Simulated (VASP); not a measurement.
# Zn (P6_3/mmc) in VASP: notebook

Runs on Zn. Level: PBE. Tasks: single point.

All numbers are computed with VASP 6.6.1; they aren't measurements. Logs are shortened: lines on timing, memory, paths and dates and some standing lists are left out, and cuts for length are marked.

## 1. The cell of the first run

The structure is hexagonal, space group P6_3/mmc (No. 194). The conventional cell has a = 2.661 Å, b = 2.661 Å, c = 4.937 Å, α = 90.00°, β = 90.00°, γ = 120.00°. Zn (site symmetry -6m2) has 12 Zn at 2.66 to 2.91 Å within 3.5 Å.

## 2. Single point, PBE

The input, INCAR:

```
PREC     = Accurate       # precision mode
ENCUT    = 520            # plane-wave cutoff, eV
EDIFF    = 1E-6           # SCF threshold, eV
ISMEAR   = 1              # smearing method
SIGMA    = 0.05           # smearing width, eV
LREAL    = F              # projectors in reciprocal space
LASPH    = T              # aspherical terms in the spheres
NELM     = 80             # most SCF steps
ALGO     = Normal         # electronic algorithm
ISIF     = 2              # what is computed and relaxed
LWAVE    = F              # write WAVECAR
LCHARG   = F              # write CHGCAR
GGA      = PE             # functional
NBANDS   = 19             # bands
```

The input, KPOINTS:

```
regular mesh
0
Gamma
  19 19 10
```

The input, POSCAR:

```
Zn
1.0
    2.6606120415      0.0000000000      0.0000000000
   -1.3303060207      2.3041576175      0.0000000000
    0.0000000000      0.0000000000      4.9367982885
Zn
2
Direct
    0.3333333333      0.6666666667      0.2500000000
    0.6666666667      0.3333333333      0.7500000000
```

Potentials or basis: VASP PAW PBE potentials, release 64 (Zn).

Launch:

```bash
cat potpaw_PBE.64/Zn/POTCAR > POTCAR
mpirun -np 1 vasp_std > vasp.out
```

OUTCAR:

```text
PREC = Accurate
   ENCUT = 520
   EDIFF = 1E-6
   ISMEAR = 1
   LREAL = F
   LASPH = T
   NELM = 80
   ISIF = 2
   GGA = PE

 ion  position               nearest neighbor table
   1  0.333  0.667  0.250-   2 2.91   2 2.91   2 2.91   2 2.91   2 2.91   2 2.91
   2  0.667  0.333  0.750-   1 2.91   1 2.91   1 2.91   1 2.91   1 2.91   1 2.91

  LATTYP: Found a hexagonal cell.
 ALAT       =     2.6606120415
 C/A-ratio  =     1.8555122699

  Lattice vectors:

 A1 = (   2.6606120415,   0.0000000000,   0.0000000000)
 A2 = (  -1.3303060207,   2.3041576175,   0.0000000000)
 A3 = (   0.0000000000,   0.0000000000,   4.9367982885)

Analysis of symmetry for initial positions (statically):
=====================================================================
 Subroutine PRICEL returns:
 Original cell was already a primitive cell.

 Routine SETGRP: Setting up the symmetry group for a
 hexagonal supercell.

 Subroutine GETGRP returns: Found 24 space group operations
 (whereof 12 operations were pure point group operations)
 out of a pool of 24 trial point group operations.

The static configuration has the point symmetry D_3d.
 The point group associated with its full space group is D_6h.

Analysis of symmetry for dynamics (positions and initial velocities):
=====================================================================
 Subroutine PRICEL returns:
 Original cell was already a primitive cell.

 Routine SETGRP: Setting up the symmetry group for a
 hexagonal supercell.

 Subroutine GETGRP returns: Found 24 space group operations
 (whereof 12 operations were pure point group operations)
 out of a pool of 24 trial point group operations.

The dynamic configuration has the point symmetry D_3d.
 The point group associated with its full space group is D_6h.

 Subroutine INISYM returns: Found 24 space group operations
 (whereof 12 operations are pure point group operations),
 and found     1 'primitive' translations

----------------------------------------------------------------------------------------

                                     Primitive cell

  volume of cell :      30.2649

  direct lattice vectors                    reciprocal lattice vectors
     2.660612041  0.000000000  0.000000000     0.375853369  0.216999044  0.000000000
    -1.330306021  2.304157618  0.000000000     0.000000000  0.433998088  0.000000000
     0.000000000  0.000000000  4.936798289     0.000000000  0.000000000  0.202560433
[... 76 lines left out ...]
   ISTART =      0    job   : 0-new  1-cont  2-samecut
   ICHARG =      2    charge: 1-file 2-atom 10-const
   ISPIN  =      1    spin polarized calculation?
   LNONCOLLINEAR =      F non collinear calculations
   LSORBIT =      F    spin-orbit coupling
   LASPH  =      T    aspherical Exc in radial PAW
   ENCUT  =  520.0 eV  38.22 Ry    6.18 a.u.   4.95  4.95  9.18*2*pi/ulx,y,z
   NELM   =     80;   NELMIN=  2; NELMDL= -5     # of ELM steps
   EDIFF  = 0.1E-05   stopping-criterion for ELM
   LREAL  =      F    real-space projection
   EDIFFG = 0.1E-04   stopping-criterion for IOM
   NSW    =      0    number of steps for IOM
   IBRION =     -1    ionic relax: 0-MD 1-quasi-New 2-CG
   NFREE  =      0    steps in history (QN), initial steepest desc. (CG)
   ISIF   =      2    stress and relaxation
   ISYM   =      2    0-nonsym 1-usesym 2-fastsym
   POTIM  = 0.5000    time-step for ionic-motion
   TEBEG  =    0.0;   TEEND  =   0.0 temperature during run
   PSTRESS=    0.0 pullay stress
   NELECT =      24.0000    total number of electrons
   NUPDOWN=      -1.0000    fix difference up-down
   EMIN   =  10.00;   EMAX   =-10.00  energy-range for DOS
   EFERMI =   0.00;   METHOD = LEGACY
   ISMEAR =     1;   SIGMA  =   0.05  broadening in eV -4-tet -1-fermi 0-gaus
   EFERMI_NEDOS =   21; number of points for ismear=-14 and -15
   IALGO  =     38    algorithm
   IMIX   =      4    mixing-type and parameters
     AMIX     =   0.40;   BMIX     =  1.00
     AMIX_MAG =   1.60;   BMIX_MAG =  1.00
  volume/ion in A,a.u.               =      15.13       102.12
  Fermi-wavevector in a.u.,A,eV,Ry     =   1.515301  2.863503 31.240837  2.296137
  Thomas-Fermi vector in A             =   2.624843
   LORBIT       =      0    0 simple, 1 ext, 2 COOP (PROOUT), +10 PAW based schemes
   GGA     = PE    functional components
   LHFCALC =     F    Hartree Fock is set to
   AEXX    =    0.0000 exact exchange contribution
   IVDW    =     0    specifies the selected vdW correction
   LEPSILON=     F    determine dielectric tensor
   LRPA    =     F    only Hartree local field effects (RPA)
 non-spin polarized calculation
 Methfessel and Paxton  Order N= 1 SIGMA  =   0.05
  energy-cutoff  :      520.00
  volume of cell :       30.26
 maximum number of plane-waves:       839
 NGX is ok and might be reduce to    20
   NGX =  9   NGY =  9   NGZ = 19

 number of electron      24.0000012 magnetization

 Free energy of the ion-electron system (eV)
  ---------------------------------------------------
  ext. energy  EPLUGINS =         0.00000000
  ---------------------------------------------------
  free energy    TOTEN  =        -2.21584882 eV

  energy without entropy =       -2.21578311  energy(sigma->0) =       -2.21582692

 E-fermi :   3.1976     XC(G=0): -11.5787

 val. band max:        3.1907622467   @ k =   0.2632   0.0000   0.1000
 cond. band min:       3.2043245005   @ k =   0.1053   0.0526   0.2000
 fundamental gap:      0.0135622538
 Fermi energy:         3.1975524840

 k-point     1 :       0.0000    0.0000    0.0000
  band No.  band energies     occupation
      1      -7.2932      2.00000
      2      -5.4819      2.00000
      3      -4.7809      2.00000
      4      -4.5478      2.00000
      5      -4.5478      2.00000
      6      -4.4972      2.00000
[... 505 lines left out ...]
      6      -4.3745      2.00000
[... 11 lines left out ...]
     18      16.8340      0.00000
     19      18.0964      0.00000

 [... further k-points ...]
[... 5 lines left out ...]
  --------------------------------------------------------------------------------------
  -------------------------------------------------------------------------------------
  Total        0.0681172      0.0681172      0.0598329      0.0000000     -0.0000000      0.0000000
  in kB        3.6060209      3.6060209      3.1674652      0.0000000     -0.0000000      0.0000000
  external PRESSURE =       3.4598357 kB  Pullay stress =       0.0000000 kB

 VOLUME and BASIS-vectors are now :
 -----------------------------------------------------------------------------
  energy-cutoff  :      520.00
  volume of cell :       30.26
      direct lattice vectors                 reciprocal lattice vectors
     2.660612041  0.000000000  0.000000000     0.375853369  0.216999044  0.000000000
    -1.330306021  2.304157618  0.000000000     0.000000000  0.433998088  0.000000000
     0.000000000  0.000000000  4.936798289     0.000000000  0.000000000  0.202560433

 POSITION                                       TOTAL-FORCE (eV/Angst)
 -----------------------------------------------------------------------------------
     -0.00000      1.53611      1.23420         0.000000     -0.000000      0.000000
      1.33031      0.76805      3.70260        -0.000000      0.000000      0.000000
 -----------------------------------------------------------------------------------
    total drift:                                0.000000     -0.000000      0.000000

  FREE ENERGIE OF THE ION-ELECTRON SYSTEM (eV)
  ---------------------------------------------------
  free  energy   TOTEN  =        -2.2158488184 eV

  energy  without entropy=       -2.2157831139  energy(sigma->0) =       -2.21582692
```

stdout:

```text
POSCAR found type information on POSCAR Zn
 POSCAR found :  1 types and       2 ions
 scaLAPACK will be used
 LDA part: xc-table for (Slater+PW92), standard interpolation
 POSCAR, INCAR and KPOINTS ok, starting setup
 FFT: planning ... GRIDC
 FFT: planning ... GRID_SOFT
 FFT: planning ... GRID
 WAVECAR not read
 entering main loop
```

Wall time 86 s (1 thread of Intel Xeon Platinum 8259CL at 2.50GHz (Skylake/Cascade Lake), shared host); peak memory 0.23 GiB.

What came out:

```
Free energy            : -2.2158 eV
Pressure               : 0.3 GPa
Band gap on the k mesh : zero (band 12 reaches 4.83 eV, above the bottom of band 13 at 0.12 eV)
```

## 3. Single point, PBE

This run uses another cell than the first one, of 14.91 Å³/atom, 0.985 times its volume.

The input, INCAR:

```
SYSTEM = Zn
PREC = Accurate
ENCUT = 520
EDIFF = 1E-6
ISMEAR = 1
SIGMA = 0.05
LREAL = .False.
LASPH = .True.
NELM = 60
ALGO = Normal
ISIF = 2
LWAVE = .False.
LCHARG = .False.
GGA = PE
NBANDS = 19
```

The input, KPOINTS:

```
regular mesh
0
Gamma
  20 20 10
  0 0 0
```

The input, POSCAR:

```
Zn
1.0
    2.6472419061      0.0000000000      0.0000000000
   -1.3236209530      2.2925787406      0.0000000000
    0.0000000000      0.0000000000      4.9119898382
Zn
2
Direct
    0.3333333333      0.6666666667      0.2500000000
    0.6666666667      0.3333333333      0.7500000000
```

Potentials or basis: VASP PAW PBE potentials, release 64 (Zn).

Launch:

```bash
cat potpaw_PBE.64/Zn/POTCAR > POTCAR
mpirun -np 1 vasp_std > vasp.out
```

Run time: 95 s. Hardware: 1 thread of Intel Xeon Platinum 8259CL at 2.50GHz (Skylake/Cascade Lake), shared host; peak memory 0.24 GiB.

Results (log left out):

| Quantity | Value |
| --- | --- |
| Free energy | -2.2061 eV |
| Pressure | 1.6 GPa |
| Band gap on the k mesh | zero (band 12 reaches 4.56 eV, above the bottom of band 13 at 0.24 eV) |

Levels at points of the mesh, in eV from the Fermi level:
```
           k point  band 9  band 10  band 11  band 12  band 13  band 14  band 15  band 16
(0.00, 0.00, 0.00)   -7.33    -7.12    -7.12    -3.72    -3.01    13.83    17.49    17.70
(0.50, 0.00, 0.00)   -6.93    -6.91    -2.89    -2.17     2.69     3.57     4.23     5.76
(0.00, 0.00, 0.50)   -7.21    -7.21    -7.21    -7.21     4.67     4.67    19.01    19.01
(0.50, 0.00, 0.50)   -6.92    -6.92    -1.92    -1.92     0.17     0.17    10.29    10.29
```

## 4. Single point, PBE

Changes to INCAR since step 3:

```diff
@@ -12,4 +12,6 @@
 LWAVE = .False.
-LCHARG = .False.
+LCHARG = .True.
 GGA = PE
+LELF = .True.
+LVHAR = .True.
 NBANDS = 19
```

KPOINTS is that of step 3.

The input, POSCAR:

```
Zn
1.0
    2.6606120415      0.0000000000      0.0000000000
   -1.3303060207      2.3041576175      0.0000000000
    0.0000000000      0.0000000000      4.9367982885
Zn
2
Direct
    0.3333333333      0.6666666667      0.2500000000
    0.6666666667      0.3333333333      0.7500000000
```

Potentials or basis: VASP PAW PBE potentials, release 64 (Zn).

Launch:

```bash
cat potpaw_PBE.64/Zn/POTCAR > POTCAR
mpirun -np 1 vasp_std > vasp.out
```

OUTCAR:

```text
SYSTEM = Zn
   PREC = Accurate
   ENCUT = 520
   EDIFF = 1E-6
   ISMEAR = 1
   LREAL = .False.
   LASPH = .True.
   NELM = 60
   ISIF = 2
   GGA = PE

 ion  position               nearest neighbor table
   1  0.333  0.667  0.250-   2 2.91   2 2.91   2 2.91   2 2.91   2 2.91   2 2.91
   2  0.667  0.333  0.750-   1 2.91   1 2.91   1 2.91   1 2.91   1 2.91   1 2.91

  LATTYP: Found a hexagonal cell.
 ALAT       =     2.6606120415
 C/A-ratio  =     1.8555122699

  Lattice vectors:

 A1 = (   2.6606120415,   0.0000000000,   0.0000000000)
 A2 = (  -1.3303060207,   2.3041576175,   0.0000000000)
 A3 = (   0.0000000000,   0.0000000000,   4.9367982885)

Analysis of symmetry for initial positions (statically):
=====================================================================
 Subroutine PRICEL returns:
 Original cell was already a primitive cell.

 Routine SETGRP: Setting up the symmetry group for a
 hexagonal supercell.

 Subroutine GETGRP returns: Found 24 space group operations
 (whereof 12 operations were pure point group operations)
 out of a pool of 24 trial point group operations.

[... 156 lines left out ...]

 Free energy of the ion-electron system (eV)
  ---------------------------------------------------
  ext. energy  EPLUGINS =         0.00000000
  ---------------------------------------------------
  free energy    TOTEN  =        -2.20892010 eV

  energy without entropy =       -2.20878955  energy(sigma->0) =       -2.20887658

 E-fermi :   3.1400     XC(G=0): -11.5785

 val. band max:        3.1387085511   @ k =   0.3500   0.2000   0.1000
 cond. band min:       3.1476873460   @ k =   0.3500   0.2000   0.2000
 fundamental gap:      0.0089787949
 Fermi energy:         3.1399569697

 k-point     1 :       0.0000    0.0000    0.0000
  band No.  band energies     occupation
      1      -7.2930      2.00000
      2      -5.4815      2.00000
      3      -4.7804      2.00000
      4      -4.5478      2.00000
      5      -4.5478      2.00000
      6      -4.4973      2.00000
[... 505 lines left out ...]
      6      -4.4674      2.00000
[... 11 lines left out ...]
     18      17.7118      0.00000
     19      18.8085      0.00000

 [... further k-points ...]
[... 5 lines left out ...]
  --------------------------------------------------------------------------------------
  -------------------------------------------------------------------------------------
  Total        0.0430121      0.0430121      0.1499155      0.0000000     -0.0000000      0.0000000
  in kB        2.2769938      2.2769938      7.9363004      0.0000000     -0.0000000      0.0000000
  external PRESSURE =       4.1634294 kB  Pullay stress =       0.0000000 kB

 VOLUME and BASIS-vectors are now :
 -----------------------------------------------------------------------------
  energy-cutoff  :      520.00
  volume of cell :       30.26
      direct lattice vectors                 reciprocal lattice vectors
     2.660612041  0.000000000  0.000000000     0.375853369  0.216999044  0.000000000
    -1.330306021  2.304157618  0.000000000     0.000000000  0.433998088  0.000000000
     0.000000000  0.000000000  4.936798289     0.000000000  0.000000000  0.202560433

 POSITION                                       TOTAL-FORCE (eV/Angst)
 -----------------------------------------------------------------------------------
     -0.00000      1.53611      1.23420        -0.000000      0.000000      0.000000
      1.33031      0.76805      3.70260         0.000000      0.000000      0.000000
 -----------------------------------------------------------------------------------
    total drift:                                0.000000     -0.000000      0.000000

  FREE ENERGIE OF THE ION-ELECTRON SYSTEM (eV)
  ---------------------------------------------------
  free  energy   TOTEN  =        -2.2089201006 eV

  energy  without entropy=       -2.2087895496  energy(sigma->0) =       -2.20887658
```

stdout:

```text
POSCAR found type information on POSCAR Zn
 POSCAR found :  1 types and       2 ions
 scaLAPACK will be used
 LDA part: xc-table for (Slater+PW92), standard interpolation
 POSCAR, INCAR and KPOINTS ok, starting setup
 FFT: planning ... GRIDC
 FFT: planning ... GRID_SOFT
 FFT: planning ... GRID
 WAVECAR not read
 entering main loop
```

Run time: 1.7 min. Hardware: 1 thread of Intel Xeon Platinum 8259CL at 2.50GHz (Skylake/Cascade Lake), shared host; peak memory 0.23 GiB.

Results:

| Quantity | Value |
| --- | --- |
| Free energy | -2.2089 eV |
| Pressure | 0.4 GPa |
| Band gap on the k mesh | zero (band 12 reaches 4.43 eV, above the bottom of band 13 at 0.12 eV) |

Levels at points of the mesh, in eV from the Fermi level:
| k point | band 10 | band 11 | band 12 | band 13 | band 14 | band 15 |
| --- | --- | --- | --- | --- | --- | --- |
| (0.00, 0.00, 0.00) | -7.10 | -7.10 | -3.65 | -3.02 | 13.69 | 17.33 |
| (0.50, 0.00, 0.00) | -6.90 | -2.85 | -2.16 | 2.65 | 3.55 | 4.13 |
| (0.00, 0.00, 0.50) | -7.19 | -7.19 | -7.19 | 4.62 | 4.62 | 18.79 |
| (0.50, 0.00, 0.50) | -6.91 | -1.87 | -1.87 | 0.13 | 0.13 | 10.18 |

## 5. Single point, PBE

This run uses another cell than the first one, of 15.36 Å³/atom, 1.015 times its volume.

The input, INCAR:

```
PREC = Accurate
ENCUT = 520
EDIFF = 1E-7
ISMEAR = 1
SIGMA = 0.05
LREAL = F
LASPH = T
NELM = 80
ALGO = Normal
ISIF = 2
LWAVE = F
LCHARG = F
GGA = PE
NBANDS = 19
```

The input, KPOINTS:

```
regular mesh
0
Gamma
  20 20 10
```

The input, POSCAR:

```
Zn
1.0
    2.6738491352      0.0000000000      0.0000000000
   -1.3369245676      2.3156212770      0.0000000000
    0.0000000000      0.0000000000      4.9613598783
Zn
2
Direct
    0.3333333333      0.6666666667      0.2500000000
    0.6666666667      0.3333333333      0.7500000000
```

Launch:

```bash
cat potpaw_PBE.64/Zn/POTCAR > POTCAR
mpirun -np 1 vasp_std > vasp.out
```

It took 1.7 min on 1 thread of Intel Xeon Platinum 8259CL at 2.50GHz (Skylake/Cascade Lake), shared host; peak memory 0.24 GiB.

It converged, with:

| Item | Value |
| --- | --- |
| Free energy | -2.2085 eV |
| Pressure | -0.7 GPa |
| Band gap on the k mesh | zero (band 12 reaches 4.30 eV, above the bottom of band 13 at -0.00 eV) |

Stress tensor (GPa, compression positive):
```
-1.05  0.00  0.00
 0.00 -1.05  0.00
 0.00  0.00  0.04
```

Levels at points of the mesh, in eV from the Fermi level:
```csv
k point,band 10,band 11,band 12,band 13,band 14,band 15
"(0.00, 0.00, 0.00)",-7.08,-7.08,-3.58,-3.04,13.55,17.17
"(0.50, 0.00, 0.00)",-6.89,-2.81,-2.16,2.61,3.53,4.03
"(0.00, 0.00, 0.50)",-7.17,-7.17,-7.17,4.57,4.57,18.56
"(0.50, 0.00, 0.50)",-6.89,-1.83,-1.83,0.10,0.10,10.08
```

## 6. Summary

| cell | k mesh | gap on the mesh (eV) | pressure (GPa) |
| --- | --- | --- | --- |
| a = 2.661, b = 2.661, c = 4.937 Å, angles 90.0, 90.0, 120.0°, 2 atoms | 19 × 19 × 10 | none | 0.3 |
| a = 2.647, b = 2.647, c = 4.912 Å, angles 90.0, 90.0, 120.0°, 2 atoms | 20 × 20 × 10 | none | 1.6 |
| a = 2.661, b = 2.661, c = 4.937 Å, angles 90.0, 90.0, 120.0°, 2 atoms | 20 × 20 × 10 | none | 0.4 |
| a = 2.674, b = 2.674, c = 4.961 Å, angles 90.0, 90.0, 120.0°, 2 atoms | 20 × 20 × 10 | none | -0.7 |

Alike in all rows: task single point; level PBE; potentials or basis VASP PAW PBE potentials, release 64 (Zn); no spin polarisation; cutoff (eV) 520; smearing methfessel-paxton 0.05 eV.

Absolute energies hang on the potentials; compare differences alone.
